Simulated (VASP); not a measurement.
**Ge: relaxation of the atoms with PBEsol**

The system is Ge.

```
Ge
1.0
     0.00000    2.84601    2.80949
     2.84601    0.00000    2.80949
     2.84601    2.84601    0.00000
Ge
2
Direct
  0.00000 0.00000 0.00000
  0.25000 0.25000 0.25000
```

This cell differs from its parent crystal: strained cell.

```yaml
Program: VASP 6.6.1
Task: relaxation of the atoms
Functional: PBEsol
Potentials_or_basis: VASP PAW PBE potentials, release 64 (Ge_d)
Cutoff: 450 eV
k_mesh: 12 × 12 × 12
Occupations: gaussian, width 0.1 eV
Spin: no spin polarisation
Dipole_correction: no
Further_INCAR_settings: ALGO = Normal; EDIFF = 1e-07; IBRION = 2; EDIFFG = -0.002; NSW = 60
```

```yaml
Pressure_after_relaxing: -0.1 GPa
Band_gap_on_the_k_mesh: 0.10 eV, direct
```

Stress tensor (GPa, compression positive):
```
-0.38  0.00  0.00
 0.00 -0.38  0.00
 0.00  0.00  0.51
```

Final structure:
```
Ge
1.0
     0.00000    2.84601    2.80949
     2.84601    0.00000    2.80949
     2.84601    2.84601    0.00000
Ge
2
Cartesian
  0.0000 0.0000 0.0000
  1.4230 1.4230 1.4047
```

Levels at points of the mesh, in eV from the valence-band top:
```tsv
k point	band 11	band 12	band 13	band 14	band 15	band 16	band 17	band 18
(0.00, 0.00, 0.00)	-12.72	-0.02	0.00	0.00	0.10	2.52	2.58	2.58
(0.50, 0.00, 0.00)	-10.64	-7.57	-1.42	-1.31	0.14	3.70	3.79	7.00
(0.50, 0.50, 0.00)	-8.81	-8.81	-3.10	-3.10	0.64	0.64	9.49	9.49
(0.50, 0.00, 0.50)	-8.87	-8.87	-3.01	-3.01	0.74	0.74	9.47	9.47
```

Run time: 2.2 min on 1 thread of Intel Xeon 8259CL (shared host), peak memory 0.22 GiB.

Caveat: the cell differs from its parent crystal (strained cell); the relaxation stopped at its first step, so nothing moved; the PAW data sets were made with another functional, which shifts forces and pressure a little. A k mesh can miss the band edges.
